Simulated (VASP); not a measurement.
Wanted: the native input for a VASP 6.6.1 run.

| Item | Value |
| --- | --- |
| Task | electric field gradients |
| Functional | LDA |
| Potentials or basis | VASP PAW LDA potentials, release 64 (Ag, Cl) |
| Cutoff | 520 eV |
| k mesh | 8 × 8 × 8 |
| Occupations | fermi-dirac, width 0.02 eV |
| Spin | no spin polarisation |
| Dipole correction | no |
| Further INCAR settings | ALGO = Normal; EDIFF = 1e-08; NBANDS = 16 |

The structure of AgCl lies in POSCAR:

```
AgCl
1.0
    0.0000000000      2.8096430007      2.8096430007
    2.8096430007      0.0000000000      2.8096430007
    2.8096430007      2.8096430007      0.0000000000
Ag Cl
1 1
Direct
    0.5000000000      0.5000000000      0.5000000000
    0.0000000000      0.0000000000      0.0000000000
```

This cell differs from its parent crystal: volume scaled by 1.04.

The input as run:

INCAR

```
SYSTEM = AgCl
  PREC = Accurate
  ENCUT = 520
  EDIFF = 1E-8
  ISMEAR = -1
  SIGMA = 0.02
  LREAL = .False.
  LASPH = .True.
  NELM = 80
  ALGO = Normal
  ISIF = 2
  LWAVE = .False.
  LCHARG = .False.
  LEFG = .True.
  NBANDS = 16
```

KPOINTS

```
regular mesh
0
Gamma
  8 8 8
  0 0 0
```

Potentials or basis: VASP PAW LDA potentials, release 64 (Ag, Cl).

Launch:

```bash
$ cat potpaw_LDA.64/Ag/POTCAR potpaw_LDA.64/Cl/POTCAR > POTCAR
$ mpirun -np 1 vasp_std > vasp.out
```

Results of the run:

```
Pressure               : -6.9 GPa
Band gap on the k mesh : 0.65 eV, indirect (least direct gap 2.80 eV)
```

Caveat: without QUAD_EFG the Cq values of the log hold for a quadrupole moment of 1 mb, not for the nuclei.

It took 18 s on 1 thread of Intel(R) Xeon(R) Platinum 8259CL CPU @ 2.50GHz (Skylake/Cascade Lake), on a shared host, peak memory 0.15 GiB.
